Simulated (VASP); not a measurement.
# ZnTc in VASP: a series of runs, part 2 of 2

VASP 6.6.1. The steps go on from the part before.

### Step 3. Single point, LDA

Contents of INCAR:

```
SYSTEM = ZnTc
PREC = Accurate
ENCUT = 500
EDIFF = 1E-6
ISMEAR = -1
SIGMA = 0.1
LREAL = .False.
LASPH = .True.
NELM = 120
ALGO = Normal
ISIF = 2
LWAVE = .False.
LCHARG = .False.
GGA = CA
NBANDS = 60
GGA_COMPAT = .False.
```

Contents of KPOINTS:

```
Automatic mesh
0
Gamma
  6 6 6
  0 0 0
```

Contents of POSCAR:

```
ZnTc
1.0
    0.0000000000      3.7636052154      3.7636052154
    3.7636052154      0.0000000000      3.7636052154
    3.7636052154      3.7636052154      0.0000000000
Zn Tc
4 4
Direct
    0.0000000000      0.0000000000      0.0000000000
    0.0000000000      0.5000000000      0.0000000000
    0.0000000000      0.5000000000      0.5000000000
    0.5000000000      0.5000000000      0.0000000000
    0.0000000000      0.0000000000      0.5000000000
    0.5000000000      0.0000000000      0.0000000000
    0.5000000000      0.0000000000      0.5000000000
    0.5000000000      0.5000000000      0.5000000000
```

Potentials or basis: VASP PAW LDA potentials, release 64 (Zn, Tc_pv).

Launch:

```
> cat potpaw_LDA.64/Zn/POTCAR potpaw_LDA.64/Tc_pv/POTCAR > POTCAR
> mpirun -np 1 vasp_std > vasp.out
```

It took 50 s on 1 thread of Intel Xeon 6975P-C (Granite Rapids), shared host; peak memory 0.23 GiB.

It converged, with:

```yaml
Free_energy: -54.0494 eV
Pressure: 0.6 GPa
Band_gap_on_the_k_mesh: zero (bands 50 and 51 overlap by 0.92 eV)
```

Levels at points of the mesh, in eV from the Fermi level:
```
           k point  band 48  band 49  band 50  band 51  band 52  band 53
(0.00, 0.00, 0.00)     0.46     0.46     0.65     0.65     0.65     0.75
(0.50, 0.00, 0.00)    -1.59    -0.06     0.41     0.41     0.67     0.67
(0.50, 0.50, 0.00)    -1.81    -1.39    -1.39     0.36     0.36     0.59
```

### Step 4. Relaxation of cell and atoms, LDA

This run uses another cell than the first one, of 14.77 Å³/atom.

Contents of INCAR:

```
SYSTEM = ZnTc
ALGO = Normal ; EDIFF = 1E-7
EDIFFG = -0.01 ; ENCUT = 500
GGA = CA ; GGA_COMPAT = .FALSE.
IBRION = 2 ; ISIF = 3
ISMEAR = -1 ; LASPH = .TRUE.
LCHARG = .FALSE. ; LREAL = .FALSE.
LWAVE = .FALSE. ; NELM = 120
NELMIN = 4 ; NSW = 80
PREC = Accurate ; SIGMA = 0.1
```

Contents of KPOINTS:

```
k-points
0
G
  6 6 6
  0 0 0
```

POSCAR: that of step 3 with these lines changed.

```diff
@@ -2,5 +2,5 @@
 1.0
-    0.0000000000      3.7636052154      3.7636052154
-    3.7636052154      0.0000000000      3.7636052154
-    3.7636052154      3.7636052154      0.0000000000
+    0.0000000000      3.8950000000      3.8950000000
+    3.8950000000      0.0000000000      3.8950000000
+    3.8950000000      3.8950000000      0.0000000000
 Zn Tc
```

Launch:

```
> cat potpaw_LDA.64/Zn/POTCAR potpaw_LDA.64/Tc_pv/POTCAR > POTCAR
> mpirun -np 1 vasp_std > vasp.out
```

It took 4.8 min on 1 thread of Intel Xeon 6975P-C (Granite Rapids), shared host; peak memory 0.24 GiB.

The run converged. Its results:

```yaml
Free_energy: -54.0588 eV
Relaxed_volume: 13.37 Å³/atom
Relaxed_cell: a = 5.328 Å, b = 5.328 Å, c = 5.328 Å, α = 60.00°, β = 60.00°, γ = 60.00°
Space_group_after_relaxing_to_0.1_Å: Fd-3m (No. 227)
Energy_gained_by_relaxing: 87.4 meV/atom
Ionic_steps: 7
Pressure_after_relaxing: 0.0 GPa
Band_gap_on_the_k_mesh: zero (bands 50 and 51 overlap by 0.91 eV)
```

Step by step:
```csv
step,energy change (eV),largest force (eV/Å),pressure (GPa),volume (Å³)
1,0.0000,0.0000,-18.16,118.18
2,1.3403,0.0000,49.73,91.80
3,-0.6974,0.0000,-0.94,107.40
4,-0.6987,0.0000,-0.21,107.05
5,-0.6987,0.0000,0.20,106.84
6,-0.6987,0.0000,-0.23,107.07
7,-0.6988,0.0000,-0.03,106.95
```

Final structure:
```
Zn Tc
1.0
     0.00000    3.76748    3.76748
     3.76748    0.00000    3.76748
     3.76748    3.76748    0.00000
Zn Tc
4 4
Direct
  0.00000 0.00000 0.00000
  0.00000 0.50000 0.00000
  0.00000 0.50000 0.50000
  0.50000 0.50000 0.00000
  0.00000 0.00000 0.50000
  0.50000 0.00000 0.00000
  0.50000 0.00000 0.50000
  0.50000 0.50000 0.50000
```

Levels at points of the mesh, in eV from the Fermi level:
```csv
k point,band 46,band 47,band 48,band 49,band 50,band 51,band 52,band 53,band 54,band 55
"(0.00, 0.00, 0.00)",-1.34,0.46,0.46,0.46,0.64,0.64,0.64,0.74,0.74,1.02
"(0.50, 0.00, 0.00)",-1.89,-1.58,-1.58,-0.06,0.41,0.41,0.66,0.66,0.77,1.12
"(0.50, 0.50, 0.00)",-1.90,-1.80,-1.80,-1.38,-1.38,0.36,0.36,0.59,0.59,0.89
```

### Step 5. Single point, LDA

Contents of INCAR:

```
PREC = Accurate
ENCUT = 500
EDIFF = 1E-6
ISMEAR = -1
SIGMA = 0.1
LREAL = False
LASPH = True
NELM = 120
ALGO = Normal
ISIF = 2
LWAVE = False
LCHARG = False
NBANDS = 60
GGA_COMPAT = False
```

Contents of KPOINTS:

```
Automatic mesh
0
Gamma
  6 6 6
```

Contents of POSCAR:

```
ZnTc
1.0
   -0.7793567994      2.6611994303      4.5427990210
    3.7634422217      0.0000000000      3.7634422217
    4.5427990210      2.6611994303     -0.7793567994
Zn Tc
4 4
Direct
    0.0000000000      0.0000000000      0.0000000000
    0.0000000000      0.0000000000      0.5000000000
    0.0000000000      0.5000000000      0.5000000000
    0.5000000000      0.5000000000      0.5000000000
    0.0000000000      0.5000000000      0.0000000000
    0.5000000000      0.0000000000      0.0000000000
    0.5000000000      0.0000000000      0.5000000000
    0.5000000000      0.5000000000      0.0000000000
```

Launch:

```
> cat potpaw_LDA.64/Zn/POTCAR potpaw_LDA.64/Tc_pv/POTCAR > POTCAR
> mpirun -np 1 vasp_std > vasp.out
```

Run time: 2.8 min. Hardware: 1 thread of Intel Xeon 6975P-C (Granite Rapids), shared host; peak memory 0.33 GiB.

It converged, with:

* Free energy: -54.0494 eV
* Pressure: 0.5 GPa
* Band gap on the k mesh: zero (bands 50 and 51 overlap by 0.92 eV)

Levels at points of the mesh, in eV from the Fermi level:
```csv
k point,band 47,band 48,band 49,band 50,band 51,band 52,band 53,band 54
"(0.00, 0.00, 0.00)",0.46,0.46,0.46,0.65,0.65,0.65,0.75,0.75
"(0.50, 0.00, 0.00)",-1.59,-1.59,-0.06,0.41,0.41,0.67,0.67,0.77
"(0.00, 0.50, 0.00)",-1.81,-1.81,-1.39,-1.39,0.36,0.36,0.59,0.59
"(0.50, 0.00, 0.50)",-1.81,-1.81,-1.39,-1.39,0.36,0.36,0.59,0.59
```

### Step 6. Summary

```tsv
task	cell	k mesh	cutoff (eV)	gap on the mesh (eV)	pressure (GPa)	relaxed volume (Å³/atom)
relaxation of cell and atoms	relaxed from a = 5.322 Å, angles 60.0, 90.0, 60.0°, 8 atoms, atomic positions A	7 × 7 × 7	600	none	0.0	13.37
single point	a = 5.323 Å, angles 60.0°, 8 atoms, atomic positions B	6 × 6 × 6	500	none	0.6	-
relaxation of cell and atoms	relaxed from a = 5.508 Å, angles 60.0°, 8 atoms, atomic positions B	6 × 6 × 6	500	none	0.0	13.37
single point	a = 5.322 Å, angles 60.0, 90.0, 60.0°, 8 atoms, atomic positions A	6 × 6 × 6	500	none	0.5	-
```

Alike in all rows: level LDA; potentials or basis VASP PAW LDA potentials, release 64 (Zn, Tc_pv); no spin polarisation; smearing fermi-dirac 0.1 eV.

Absolute energies hang on the potentials; compare differences alone.
